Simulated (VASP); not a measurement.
**TiAl: single point with PBE0**

The system is TiAl.

```
Ti Al
1.0
     2.86880    0.00000    0.00000
    -1.43440    2.48445    0.00000
     0.00000    0.00000    4.62344
Ti Al
1 1
Direct
  0.00000 0.00000 0.00000
  0.33333 0.66667 0.50000
```

| Property | Result |
| --- | --- |
| Program | VASP 6.6.1 |
| Task | single point |
| Functional | PBE0 |
| Potentials or basis | VASP PAW PBE potentials, release 64 (Ti_sv, Al) |
| Cutoff | 520 eV |
| k mesh | 6 × 6 × 3 |
| Occupations | fermi-dirac, width 0.05 eV |
| Spin | no spin polarisation |

```
Pressure               : -0.3 GPa
Band gap on the k mesh : zero (an odd number of electrons rules out a gap without spin polarisation)
```

Levels at points of the mesh, in eV from the Fermi level:
```csv
k point,band 6,band 7,band 8,band 9,band 10,band 11
"(0.00, 0.00, 0.00)",-3.25,-2.60,2.41,2.41,4.19,4.19
"(0.50, 0.00, 0.00)",-3.71,-2.07,-1.57,3.42,5.15,5.30
```

Wall time 13 min on 1 thread of Intel(R) Xeon(R) Platinum 8259CL CPU @ 2.50GHz (Skylake/Cascade Lake), with other jobs on the host, peak memory 0.16 GiB.

Caveat: the k points lie up to 0.45 Å⁻¹ apart, too coarse for converged energies and pressures of a metal; the PAW data sets were made with another functional, which shifts forces and pressure a little.
